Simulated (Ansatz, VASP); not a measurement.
# Sc: VASP beside Ansatz

```
Sc
1.0
     3.24638    0.00000    0.00000
    -1.62319    2.81145    0.00000
     0.00000    0.00000   16.34698
Sc
6
Direct
  0.52006 0.52006 0.66667
  0.00000 0.52006 0.83333
  0.47994 0.47994 0.16667
  0.00000 0.47994 0.33333
  0.47994 0.00000 0.00000
  0.52006 0.00000 0.50000
```

Alike in both runs: task single point; functional PBE; k mesh 9 × 9 × 2; occupations fermi-dirac, width 0.05 eV; no spin polarisation.

|  | VASP | Ansatz |
| --- | --- | --- |
| version | VASP 6.6.1 | Ansatz 0.2.0 |
| potentials or method | VASP PAW PBE potentials, release 64 (Sc_sv) | Ansatz PAW |
| plane-wave cutoff (eV) | 520 | 420 |
| valence electrons in the cell | 66 | 66 |

|  | VASP | Ansatz | Ansatz less VASP |
| --- | --- | --- | --- |
| gap on the k mesh at the Fermi level (eV) | none | none | - |
| pressure (GPa) | -0.2 | -0.2 | -0.03 |
| traceless stress, the component that is largest in VASP (GPa) | 0.13 | 0.13 | -0.003 |
| rms of the force components (eV/Å) | 0.027 | 0.027 | -0.0001 |

Atom by atom the forces differ by 0.000 eV/Å (rms over components). A gap of «none» marks a metal or a gap that the smearing closes.
